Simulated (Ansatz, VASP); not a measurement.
**Two plane-wave programs on ReP2**

```
Re P
1.0
     3.06481    0.00000    0.00000
     0.00000    3.06481    0.00000
     0.00000    0.00000    5.47692
Re P
1 2
Direct
  0.00000 0.00000 0.00000
  0.50000 0.00000 0.31360
  0.00000 0.50000 0.68640
```

Change from the starting cell: ordered vacancies on the cation sites of zinc blende (P-4m2, No. 115).

Alike in both runs: functional PBE; k mesh 14 × 14 × 8; occupations gaussian, width 0.1 eV; no spin polarisation.

Ansatz relaxed the structure, and its values are those at the end. VASP's run is a single point on that final structure, the one shown.

|  | VASP | Ansatz |
| --- | --- | --- |
| version | VASP 6.6.1 | Ansatz 0.2.0 |
| potentials or method | VASP PAW PBE potentials, release 64 (Re_sv_GW, P), cutoff 500 eV | scalar-relativistic, plane waves, PAW |
| valence electrons in the cell | 25 | 25 |

Ansatz gave:

```
gap on the k mesh at the Fermi level (eV) : none
pressure (GPa)                            : 0.0
rms of the force components (eV/Å)        : 0.000
```

Estimate VASP's values.

gap on the k mesh at the Fermi level (eV): none; pressure (GPa): -0.7; rms of the force components (eV/Å): 0.007.

A gap of «none» marks a metal or a gap that the smearing closes.

Spin-orbit coupling is off throughout.
